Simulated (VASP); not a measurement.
# Si2W (I4/mmm) in VASP: single point with r2SCAN

Aim: the single point of Si2W with r2SCAN.

All numbers are computed with VASP 6.6.1; they aren't measurements. Logs are shortened: lines on timing, memory, paths and dates and some standing lists are left out, and cuts for length are marked.

### 1 The cell of the first run

The structure is tetragonal, space group I4/mmm (No. 139). Conventional cell: a = 3.214 Å, b = 3.214 Å, c = 7.830 Å, α = 90.00°, β = 90.00°, γ = 90.00°. Si (site symmetry 4mm) has 9 Si at 2.59 to 3.21 Å and 5 W at 2.62 Å within 3.4 Å. Within 3.4 Å of W (site symmetry 4/mmm) lie 10 Si at 2.62 Å and 4 W at 3.21 Å.

### 2 Single point, r2SCAN

Input file POSCAR:

```
Si2W
1.0
   -1.6069000000      1.6069000000      3.9149500000
    1.6069000000     -1.6069000000      3.9149500000
    1.6069000000      1.6069000000     -3.9149500000
Si W
2 1
Direct
    0.3347000000      0.3347000000      0.0000000000
    0.6653000000      0.6653000000      0.0000000000
    0.0000000000      0.0000000000      0.0000000000
```

Input file INCAR.step1:

```
PREC = Accurate
ENCUT = 520
ISMEAR = 0
SIGMA = 0.1
LREAL = False
LASPH = True
NELM = 60
NBANDS = 18
GGA = PE
ALGO = Normal
EDIFF = 1E-4
LWAVE = True
LCHARG = False
```

Input file INCAR.step2:

```
PREC = Accurate
ENCUT = 520
EDIFF = 1E-7
ISMEAR = 0
SIGMA = 0.1
LREAL = False
LASPH = True
NELM = 60
ALGO = Normal
ISIF = 2
LWAVE = False
LCHARG = False
METAGGA = R2SCAN
LMIXTAU = True
NBANDS = 18
ISTART = 1
```

Input file KPOINTS:

```
Automatic mesh
0
Gamma
  8 8 8
```

Potentials or basis: VASP PAW PBE potentials, release 64 (Si, W_sv).

Command:

```
$ cat potpaw_PBE.64/Si/POTCAR potpaw_PBE.64/W_sv/POTCAR > POTCAR
$ cp INCAR.step1 INCAR
$ mpirun -np 1 vasp_std > vasp.out
$ cp INCAR.step2 INCAR
$ mpirun -np 1 vasp_std > vasp.out
```

OUTCAR:

```text
PREC = Accurate
   ENCUT = 520
   EDIFF = 1E-7
   ISMEAR = 0
   LREAL = False
   LASPH = True
   NELM = 60
   ISIF = 2
   METAGGA = R2SCAN
   ISTART = 1

 ion  position               nearest neighbor table
   1  0.335  0.335  0.000-   2 2.59   3 2.62   3 2.62   3 2.62   3 2.62   3 2.62   2 2.63   2 2.63
                             2 2.63   2 2.63
   2  0.665  0.665  0.000-   1 2.59   3 2.62   3 2.62   3 2.62   3 2.62   3 2.62   1 2.63   1 2.63
                             1 2.63   1 2.63
   3  0.000  0.000  0.000-   2 2.62   2 2.62   2 2.62   1 2.62   2 2.62   1 2.62   1 2.62   1 2.62
                             1 2.62   2 2.62

  LATTYP: Found a body centered tetragonal cell.
 ALAT       =     3.2138000000
 C/A-ratio  =     2.4363370465

  Lattice vectors:

 A1 = (  -1.6069000000,   1.6069000000,   3.9149500000)
 A2 = (   1.6069000000,  -1.6069000000,   3.9149500000)
 A3 = (   1.6069000000,   1.6069000000,  -3.9149500000)

Analysis of symmetry for initial positions (statically):
=====================================================================
 Subroutine PRICEL returns:
 Original cell was already a primitive cell.

 Routine SETGRP: Setting up the symmetry group for a
 body centered tetragonal supercell.

 Subroutine GETGRP returns: Found 16 space group operations
 (whereof 16 operations were pure point group operations)
 out of a pool of 16 trial point group operations.

The static configuration has the point symmetry D_4h.

Analysis of symmetry for dynamics (positions and initial velocities):
=====================================================================
 Subroutine PRICEL returns:
 Original cell was already a primitive cell.

 Routine SETGRP: Setting up the symmetry group for a
 body centered tetragonal supercell.

 Subroutine GETGRP returns: Found 16 space group operations
 (whereof 16 operations were pure point group operations)
 out of a pool of 16 trial point group operations.

The dynamic configuration has the point symmetry D_4h.

 Subroutine INISYM returns: Found 16 space group operations
 (whereof 16 operations are pure point group operations),
 and found     1 'primitive' translations

----------------------------------------------------------------------------------------

                                     Primitive cell

  volume of cell :      40.4356

  direct lattice vectors                    reciprocal lattice vectors
    -1.606900000  1.606900000  3.914950000     0.000000000  0.311158131  0.127715552
     1.606900000 -1.606900000  3.914950000     0.311158131  0.000000000  0.127715552
     1.606900000  1.606900000 -3.914950000     0.311158131  0.311158131  0.000000000

  length of vectors
     4.526708376  4.526708376  4.526708376     0.336348992  0.336348992  0.440044048

  position of ions in fractional coordinates (direct lattice)
     0.334700000  0.334700000  0.000000000
     0.665300000  0.665300000  0.000000000
     0.000000000  0.000000000  0.000000000

  ion indices of the primitive-cell ions
   primitive index   ion index
                 1           1
                 2           2
                 3           3

----------------------------------------------------------------------------------------

 KPOINTS: Automatic mesh

Automatic generation of k-mesh.
 Grid dimensions read from file:
 generate k-points for:    8    8    8

 Generating k-lattice:

  Cartesian coordinates                     Fractional coordinates (reciprocal lattice)
     0.000000000  0.038894766  0.015964444     0.125000000  0.000000000  0.000000000
     0.038894766  0.000000000  0.015964444     0.000000000  0.125000000  0.000000000
     0.038894766  0.038894766  0.000000000     0.000000000  0.000000000  0.125000000

  Length of vectors
     0.042043624  0.042043624  0.055005506

  Shift w.r.t. Gamma in fractional coordinates (k-lattice)
     0.000000000  0.000000000  0.000000000

 Subroutine IBZKPT returns following result:
 ===========================================

 Found     59 irreducible k-points:

 Following reciprocal coordinates:
            Coordinates               Weight
  0.000000  0.000000  0.000000      1.000000
  0.125000  0.000000  0.000000      8.000000
  0.250000  0.000000  0.000000      8.000000
  0.375000  0.000000  0.000000      8.000000
  0.500000  0.000000  0.000000      4.000000
  0.125000  0.125000  0.000000      8.000000
[... 16 lines left out ...]
  0.250000  0.125000  0.125000     16.000000
  0.375000  0.125000  0.125000      8.000000
 [... further k-points ...]
   k-points           NKPTS =     59   k-points in BZ     NKDIM =     59   number of bands    NBANDS=     18
   number of dos      NEDOS =    301   number of ions     NIONS =      3
   total plane-waves  NPLWV =  46656
   dimension x,y,z NGX =    36 NGY =   36 NGZ =   36
   dimension x,y,z NGXF=    72 NGYF=   72 NGZF=   72
   ions per type =               2   1
   NGX,Y,Z   is equivalent  to a cutoff of  13.22, 13.22, 13.22 a.u.
   NGXF,Y,Z  is equivalent  to a cutoff of  26.44, 26.44, 26.44 a.u.
 SYSTEM =  unknown system
   PREC   = accura    normal or accurate (medium, high low for compatibility)
   ISTART =      1    job   : 0-new  1-cont  2-samecut
   ICHARG =      0    charge: 1-file 2-atom 10-const
   ISPIN  =      1    spin polarized calculation?
   LNONCOLLINEAR =      F non collinear calculations
   LSORBIT =      F    spin-orbit coupling
   LASPH  =      T    aspherical Exc in radial PAW
   ENCUT  =  520.0 eV  38.22 Ry    6.18 a.u.   8.42  8.42  8.42*2*pi/ulx,y,z
   NELM   =     60;   NELMIN=  2; NELMDL=  0     # of ELM steps
   EDIFF  = 0.1E-06   stopping-criterion for ELM
   LREAL  =      F    real-space projection
   EDIFFG = 0.1E-05   stopping-criterion for IOM
   NSW    =      0    number of steps for IOM
   IBRION =     -1    ionic relax: 0-MD 1-quasi-New 2-CG
   NFREE  =      0    steps in history (QN), initial steepest desc. (CG)
   ISIF   =      2    stress and relaxation
   ISYM   =      2    0-nonsym 1-usesym 2-fastsym
   POTIM  = 0.5000    time-step for ionic-motion
   TEBEG  =    0.0;   TEEND  =   0.0 temperature during run
   PSTRESS=    0.0 pullay stress
   NELECT =      22.0000    total number of electrons
   NUPDOWN=      -1.0000    fix difference up-down
   EMIN   =  10.00;   EMAX   =-10.00  energy-range for DOS
   EFERMI =   0.00;   METHOD = LEGACY
   ISMEAR =     0;   SIGMA  =   0.10  broadening in eV -4-tet -1-fermi 0-gaus
   EFERMI_NEDOS =   21; number of points for ismear=-14 and -15
   IALGO  =     38    algorithm
   IMIX   =      4    mixing-type and parameters
     AMIX     =   0.40;   BMIX     =  1.00
     AMIX_MAG =   1.60;   BMIX_MAG =  1.00
  volume/ion in A,a.u.               =      13.48        90.96
  Fermi-wavevector in a.u.,A,eV,Ry     =   1.336476  2.525573 24.302284  1.786167
  Thomas-Fermi vector in A             =   2.465099
   LORBIT       =      0    0 simple, 1 ext, 2 COOP (PROOUT), +10 PAW based schemes
   METAGGA = R2SCAN    functional components
   LHFCALC =     F    Hartree Fock is set to
   AEXX    =    0.0000 exact exchange contribution
   IVDW    =     0    specifies the selected vdW correction
   LEPSILON=     F    determine dielectric tensor
   LRPA    =     F    only Hartree local field effects (RPA)
 non-spin polarized calculation
 Gauss-broadening in eV      SIGMA  =   0.10
  energy-cutoff  :      520.00
  volume of cell :       40.44
 maximum number of plane-waves:      1108
 NGX is ok and might be reduce to    36
   NGX = 17   NGY = 17   NGZ = 17

 number of electron      21.9999999 magnetization

 Free energy of the ion-electron system (eV)
  ---------------------------------------------------
  ext. energy  EPLUGINS =         0.00000000
  ---------------------------------------------------
  free energy    TOTEN  =       -69.81708930 eV

  energy without entropy =      -69.81614384  energy(sigma->0) =      -69.81661657

 E-fermi :  11.8052     XC(G=0): -13.5038

 val. band max:       11.6517869353   @ k =  -0.2500  -0.3750   0.2500
 cond. band min:      11.8456357235   @ k =  -0.3750   0.5000   0.3750
 fundamental gap:      0.1938487883
 Fermi energy:        11.8052152538

 k-point     1 :       0.0000    0.0000    0.0000
  band No.  band energies     occupation
      1     -63.8230      2.00000
      2     -27.4598      2.00000
      3     -27.4190      2.00000
      4     -27.4190      2.00000
      5      -2.9330      2.00000
      6       4.6871      2.00000
[... 10 lines left out ...]
     17      17.8920      0.00000
     18      17.8920      0.00000

 k-point     2 :       0.1250    0.0000    0.0000
  band No.  band energies     occupation
      1     -63.8217      2.00000
      2     -27.4573      2.00000
      3     -27.4540      2.00000
      4     -27.4157      2.00000
      5      -2.6193      2.00000
      6       4.7009      2.00000
[... 10 lines left out ...]
     17      17.9998      0.00000
     18      18.9304      0.00000

 k-point     3 :       0.2500    0.0000    0.0000
  band No.  band energies     occupation
      1     -63.8186      2.00000
      2     -27.5383      2.00000
      3     -27.4507      2.00000
      4     -27.4078      2.00000
      5      -1.7128      2.00000
      6       4.4134      2.00000
[... 10 lines left out ...]
     17      19.2670      0.00000
     18      21.0677      0.00000

 k-point     4 :       0.3750    0.0000    0.0000
  band No.  band energies     occupation
      1     -63.8155      2.00000
      2     -27.6212      2.00000
      3     -27.4442      2.00000
      4     -27.3999      2.00000
      5      -0.3137      2.00000
      6       3.1637      2.00000
[... 375 lines left out ...]
      4     -27.4387      2.00000
      5      -0.7808      2.00000
      6       4.7013      2.00000
[... 10 lines left out ...]
     17      17.4623      0.00000
     18      20.9119      0.00000

 k-point    23 :       0.2500    0.1250    0.1250
  band No.  band energies     occupation
      1     -63.8112      2.00000
      2     -27.6046      2.00000
      3     -27.5135      2.00000
      4     -27.4317      2.00000
      5       0.4653      2.00000
      6       3.6034      2.00000
[... 10 lines left out ...]
     17      18.6573      0.00000
     18      20.8255      0.00000

 k-point    24 :       0.3750    0.1250    0.1250
  band No.  band energies     occupation
      1     -63.8099      2.00000
      2     -27.6376      2.00000
      3     -27.5094      2.00000
      4     -27.4288      2.00000
      5       1.7562      2.00000
      6       2.2768      2.00000
[... 10 lines left out ...]
     17      19.2670      0.00000
     18      20.7862      0.00000

 [... further k-points ...]

------------------------ aborting loop because EDIFF is reached ----------------------------------------

  FORCE on cell =-STRESS in cart. coord.  units (eV):
  Direction    XX          YY          ZZ          XY          YZ          ZX
  --------------------------------------------------------------------------------------
  -------------------------------------------------------------------------------------
  Total       -0.0831367     -0.0831367     -0.5653529      0.0000000      0.0000000      0.0000000
  in kB       -3.2941185     -3.2941185    -22.4009410      0.0000000      0.0000000      0.0000000
  external PRESSURE =      -9.6630593 kB  Pullay stress =       0.0000000 kB

 VOLUME and BASIS-vectors are now :
 -----------------------------------------------------------------------------
  energy-cutoff  :      520.00
  volume of cell :       40.44
      direct lattice vectors                 reciprocal lattice vectors
    -1.606900000  1.606900000  3.914950000     0.000000000  0.311158131  0.127715552
     1.606900000 -1.606900000  3.914950000     0.311158131  0.000000000  0.127715552
     1.606900000  1.606900000 -3.914950000     0.311158131  0.311158131  0.000000000

 POSITION                                       TOTAL-FORCE (eV/Angst)
 -----------------------------------------------------------------------------------
      0.00000      0.00000      2.62067        -0.000000     -0.000000      0.066026
      0.00000      0.00000      5.20923        -0.000000     -0.000000     -0.066026
      0.00000      0.00000      0.00000         0.000000      0.000000      0.000000
 -----------------------------------------------------------------------------------
    total drift:                               -0.000000     -0.000000      0.000000

  FREE ENERGIE OF THE ION-ELECTRON SYSTEM (eV)
  ---------------------------------------------------
  free  energy   TOTEN  =       -69.8170893039 eV

  energy  without entropy=      -69.8161438362  energy(sigma->0) =      -69.81661657
```

It took 5.4 min on 1 thread of Intel Xeon Platinum 8259CL at 2.50GHz (Skylake/Cascade Lake), shared host; peak memory 0.24 GiB.

What came out:

```yaml
Free_energy: -69.8171 eV
Pressure: -1.0 GPa
Largest_force: 0.066 eV/Å
Band_gap_on_the_k_mesh: zero (band 11 reaches 12.62 eV, above the bottom of band 12 at 11.39 eV)
```

Forces in eV/Å, atoms in the order of the input:
```
Si   0.000  0.000  0.066
Si   0.000  0.000 -0.066
W    0.000  0.000  0.000
```

Caveat: the PAW data sets were made with another functional, which shifts forces and pressure a little; spin-orbit coupling is left out, which moves the levels of the heavy elements.
